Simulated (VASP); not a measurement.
A run of VASP 6.6.1:

Contents of INCAR:

```
SYSTEM = In2SbSe3
PREC     = Accurate       ! precision mode
ENCUT    = 600            ! plane-wave cutoff, eV
EDIFF    = 1E-7           ! SCF threshold, eV
ISMEAR   = 0              ! smearing method
SIGMA    = 0.1            ! smearing width, eV
LREAL    = .FALSE.        ! projectors in reciprocal space
LASPH    = .TRUE.         ! aspherical terms in the spheres
NELM     = 80             ! most SCF steps
ALGO     = Normal         ! electronic algorithm
ISIF     = 3              ! what is computed and relaxed
LWAVE    = .FALSE.        ! write WAVECAR
LCHARG   = .FALSE.        ! write CHGCAR
GGA      = PE             ! functional
IBRION   = 2              ! ionic algorithm
NSW      = 100            ! ionic steps
EDIFFG   = -0.01          ! ionic threshold
```

Contents of KPOINTS:

```
Automatic mesh
0
G
  6 6 6
  0 0 0
```

File POSCAR:

```
In2SbSe3
1.0
    3.8675130454      2.2329096991      3.4204248026
   -3.8675130454      2.2329096991      3.4204248026
    0.0000000000     -4.4658193945      3.4204248051
In Sb Se
2 1 3
Direct
    0.8495259481      0.8495259481      0.8495259481
    0.1504740519      0.1504740519      0.1504740519
    0.5000000000      0.5000000000      0.5000000000
    0.5000000000      0.0000000000      0.5000000000
    0.5000000000      0.5000000000      0.0000000000
    0.0000000000      0.5000000000      0.5000000000
```

Potentials or basis: VASP PAW PBE potentials, release 64 (In_d, Sb, Se).

Command:

```console
$ cat potpaw_PBE.64/In_d/POTCAR potpaw_PBE.64/Sb/POTCAR potpaw_PBE.64/Se/POTCAR > POTCAR
$ mpirun -np 1 vasp_std > vasp.out
```

Hardware: 1 thread of AMD EPYC 9R45 96-Core Processor (Zen 5), on a shared host.

How long does it take, and how much memory?

Wall time 2.5 min on 1 thread of AMD EPYC 9R45 96-Core Processor (Zen 5), with other jobs on the host, peak memory 0.43 GiB. Counts: scf iterations 15, k points 32, ion steps 1.
